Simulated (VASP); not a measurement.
# LiNbO3 (LiNbO3 (R3c)): single point with PBE

LiNbO3 (LiNbO3 (R3c)):

```
Li Nb O
1.0
     2.59495    1.49820    4.67222
    -5.18990    2.99639    9.34445
     0.00000   -5.99278    9.34445
Li Nb O
8 8 24
Direct
  0.71839 0.35911 0.35918
  0.21839 0.10918 0.10911
  0.71839 0.35911 0.85918
  0.21839 0.10918 0.60911
  0.71839 0.85911 0.35918
  0.21839 0.60918 0.10911
  0.71839 0.85911 0.85918
  0.21839 0.60918 0.60911
  0.99950 0.49992 0.49995
  0.49950 0.24995 0.24992
  0.99950 0.49992 0.99995
  0.49950 0.24995 0.74992
  0.99950 0.99992 0.49995
  0.49950 0.74995 0.24992
  0.99950 0.99992 0.99995
  0.49950 0.74995 0.74992
  0.27813 0.32123 0.44433
  0.64199 0.44467 0.13961
  0.89017 0.13940 0.32078
  0.39017 0.07078 0.38940
  0.77813 0.19433 0.07123
  0.14199 0.38961 0.19467
  0.27813 0.32123 0.94433
  0.64199 0.44467 0.63961
  0.89017 0.13940 0.82078
  0.39017 0.07078 0.88940
  0.77813 0.19433 0.57123
  0.14199 0.38961 0.69467
  0.27813 0.82123 0.44433
  0.64199 0.94467 0.13961
  0.89017 0.63940 0.32078
  0.39017 0.57078 0.38940
  0.77813 0.69433 0.07123
  0.14199 0.88961 0.19467
  0.27813 0.82123 0.94433
  0.64199 0.94467 0.63961
  0.89017 0.63940 0.82078
  0.39017 0.57078 0.88940
  0.77813 0.69433 0.57123
  0.14199 0.88961 0.69467
```

| Property | Result |
| --- | --- |
| Program | VASP 6.6.1 |
| Task | single point |
| Functional | PBE |
| Potentials or basis | VASP PAW PBE potentials, release 64 (Li_sv, Nb_sv, O) |
| Cutoff | 520 eV |
| k mesh | 1 × 1 × 1, shifted |
| Occupations | gaussian, width 0.01 eV |
| Spin | no spin polarisation |

```yaml
Largest_force: 0.051 eV/Å
Band_gap_on_the_k_mesh: 3.70 eV
```

Forces on the atoms (eV/Å):
```
Li  -0.004  0.003  0.003
Li   0.000 -0.005  0.003
Li  -0.004  0.003  0.003
Li   0.000 -0.005  0.003
Li  -0.004  0.003  0.003
Li   0.000 -0.005  0.003
Li  -0.004  0.003  0.003
Li   0.000 -0.005  0.003
Nb  -0.016  0.005  0.049
Nb  -0.003 -0.016  0.049
Nb  -0.016  0.005  0.049
Nb  -0.003 -0.016  0.049
Nb  -0.016  0.005  0.049
Nb  -0.003 -0.016  0.049
Nb  -0.016  0.005  0.049
Nb  -0.003 -0.016  0.049
O    0.006  0.013 -0.016
O    0.017 -0.002 -0.020
O   -0.010 -0.008 -0.016
O   -0.011 -0.004 -0.016
O    0.014 -0.002 -0.016
O    0.007  0.016 -0.020
O    0.006  0.013 -0.016
O    0.017 -0.002 -0.020
O   -0.010 -0.008 -0.016
O   -0.011 -0.004 -0.016
O    0.014 -0.002 -0.016
O    0.007  0.016 -0.020
O    0.006  0.013 -0.016
O    0.017 -0.002 -0.020
O   -0.010 -0.008 -0.016
O   -0.011 -0.004 -0.016
O    0.014 -0.002 -0.016
O    0.007  0.016 -0.020
O    0.006  0.013 -0.016
O    0.017 -0.002 -0.020
O   -0.010 -0.008 -0.016
O   -0.011 -0.004 -0.016
O    0.014 -0.002 -0.016
O    0.007  0.016 -0.020
```

Levels at points of the mesh, in eV from the valence-band top:
```tsv
k point	band 133	band 134	band 135	band 136	band 137	band 138	band 139	band 140
(0.25, 0.25, 0.25)	-0.11	-0.06	-0.01	0.00	3.70	3.77	3.77	3.86
```

Run time: 5.9 min on 1 thread of AMD EPYC 7R43 64-Core Processor (Zen 3) (shared host), peak memory 0.57 GiB.

Caveat: the k points lie up to 1.47 Å⁻¹ apart. As with any semilocal functional, this PBE gap is likely too small.
